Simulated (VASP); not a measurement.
A run of VASP 6.6.1 is set up as follows.

The input INCAR:

```
SYSTEM = CaMg2As6
PREC = Accurate
ENCUT = 520
EDIFF = 1E-7
ISMEAR = 0
SIGMA = 0.1
LREAL = .False.
LASPH = .True.
NELM = 80
ALGO = Normal
ISIF = 2
LWAVE = .False.
LCHARG = .False.
GGA = PE
NBANDS = 32
```

KPOINTS

```
Automatic mesh
0
Gamma
  8 8 8
  0 0 0
```

Contents of POSCAR:

```
CaMg2As6
1.0
    0.0000000000      4.7521443578      4.7521443578
    4.7521443578      0.0000000000      4.7521443578
    4.7521443578      4.7521443578      0.0000000000
Ca Mg As
1 2 6
Direct
    0.0000000000      0.0000000000      0.0000000000
    0.7500000000      0.7500000000      0.7500000000
    0.2500000000      0.2500000000      0.2500000000
    0.6999596231      0.3000403769      0.6999596231
    0.3000403769      0.3000403769      0.6999596231
    0.6999596231      0.6999596231      0.3000403769
    0.3000403769      0.6999596231      0.3000403769
    0.3000403769      0.6999596231      0.6999596231
    0.6999596231      0.3000403769      0.3000403769
```

Potentials or basis: VASP PAW PBE potentials, release 64 (Ca_sv, Mg, As).

The run is started by

```bash
$ cat potpaw_PBE.64/Ca_sv/POTCAR potpaw_PBE.64/Mg/POTCAR potpaw_PBE.64/As/POTCAR > POTCAR
$ mpirun -np 1 vasp_std > vasp.out
```

Predict the largest force.

0.025 eV/Å.

What does it give for the band gap on the k mesh?

Zero (bands 22 and 23 overlap by 0.72 eV).

What does it give for the pressure?

0.1 GPa.

Forces in eV/Å, atoms in the order of the input:
```
Ca   0.000  0.000  0.000
Mg   0.000  0.000  0.000
Mg   0.000  0.000  0.000
As   0.000  0.025  0.000
As   0.000  0.000 -0.025
As   0.000  0.000  0.025
As   0.000 -0.025  0.000
As   0.025  0.000  0.000
As  -0.025  0.000  0.000
```
